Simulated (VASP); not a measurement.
A run of VASP 6.6.1 is set up as follows.

Contents of POSCAR:

```
EuO
1.0
    0.0000000000      2.5719519658      2.5719519658
    2.5719519658      0.0000000000      2.5719519658
    2.5719519658      2.5719519658      0.0000000000
Eu O
1 1
Direct
    0.5000000000      0.5000000000      0.5000000000
    0.0000000000      0.0000000000      0.0000000000
```

File INCAR.step1:

```
SYSTEM = EuO
ALGO = Normal ; EDIFF = 1E-5
ENCUT = 520 ; GGA = PE
GGA_COMPAT = .FALSE. ; ISIF = 2
ISMEAR = 0 ; ISPIN = 2
KPAR = 4 ; LASPH = .TRUE.
LMAXMIX = 6 ; LORBIT = 11
LREAL = .FALSE. ; LWAVE = .TRUE.
MAGMOM = 7.43 0 ; NBANDS = 22
NELM = 200 ; PREC = Accurate
SIGMA = 0.05
```

Contents of INCAR.step2:

```
SYSTEM = EuO
AEXX = 0.25 ; ALGO = Normal
EDIFF = 1E-6 ; ENCUT = 520
GGA = PE ; GGA_COMPAT = .FALSE.
HFSCREEN = 0.4 ; ISIF = 2
ISMEAR = 0 ; ISPIN = 2
ISTART = 1 ; KPAR = 4
LASPH = .TRUE. ; LCHARG = .TRUE.
LHFCALC = .TRUE. ; LMAXMIX = 6
LORBIT = 11 ; LREAL = .FALSE.
LVHAR = .TRUE. ; LWAVE = .FALSE.
MAGMOM = 7.43 0 ; NBANDS = 22
NELM = 200 ; PREC = Accurate
PRECFOCK = Normal ; SIGMA = 0.05
```

KPOINTS

```
k-points
0
G
  6 6 6
  0 0 0
```

Potentials or basis: VASP PAW PBE potentials, release 64 (Eu, O).

Launch:

```bash
$ cat potpaw_PBE.64/Eu/POTCAR potpaw_PBE.64/O/POTCAR > POTCAR
$ cp INCAR.step1 INCAR
$ mpirun -np 4 vasp_std > vasp.out
$ cp INCAR.step2 INCAR
$ mpirun -np 4 vasp_std > vasp.out
```

Problem. Predict the net moment.

Solution. 7.00 μB per cell.

Problem. What does it give for the site moments?

Solution. Eu +6.71; O -0.10 μB.

Problem. Predict the pressure.

Solution. -2.5 GPa.

Problem. What does it give for the band gap on the k mesh?

Solution. Zero (filled and empty bands overlap).

Caveat: the PAW data sets were made with another functional, which shifts forces and pressure a little; spin-orbit coupling is left out, which moves the levels of the heavy elements; a cell with one magnetic atom can't hold antiferromagnetic order, which such compounds often take. The state reached can hang on the start; a lower one may exist.
